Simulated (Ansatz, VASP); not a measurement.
**Two plane-wave programs on TiH5**

```
Ti H
1.0
     0.00000    2.42860    2.42860
     2.42860    0.00000    2.42860
     2.42860    2.42860    0.00000
Ti H
1 5
Direct
  0.25000 0.25000 0.25000
  0.37092 0.87636 0.87636
  0.87636 0.37092 0.87636
  0.87636 0.87636 0.37092
  0.87636 0.87636 0.87636
  0.50000 0.50000 0.50000
```

Change from the starting cell: species swapped into the Be5Fe type (F-43m, No. 216).

Alike in both runs: functional PBE; k mesh 6 × 6 × 6; occupations gaussian, width 0.1 eV; no spin polarisation.

Ansatz relaxed the structure, and its values are those at the end. VASP's run is a single point on that final structure, the one shown.

```csv
,VASP,Ansatz
version,VASP 6.6.1,Ansatz 0.2.0
potentials or method,"VASP PAW PBE potentials, release 64 (Ti_sv, H), cutoff 520 eV","scalar-relativistic, plane waves, PAW"
valence electrons in the cell,17,17
```

|  | VASP | Ansatz | Ansatz less VASP |
| --- | --- | --- | --- |
| gap on the k mesh at the Fermi level (eV) | none | none | - |
| pressure (GPa) | -0.4 | -0.1 | +0.24 |

A gap of «none» marks a metal or a gap that the smearing closes. With one functional, cell and mesh, what is left measures potentials, basis and numerics.

The k mesh is coarse, so the values compare programs but aren't converged.
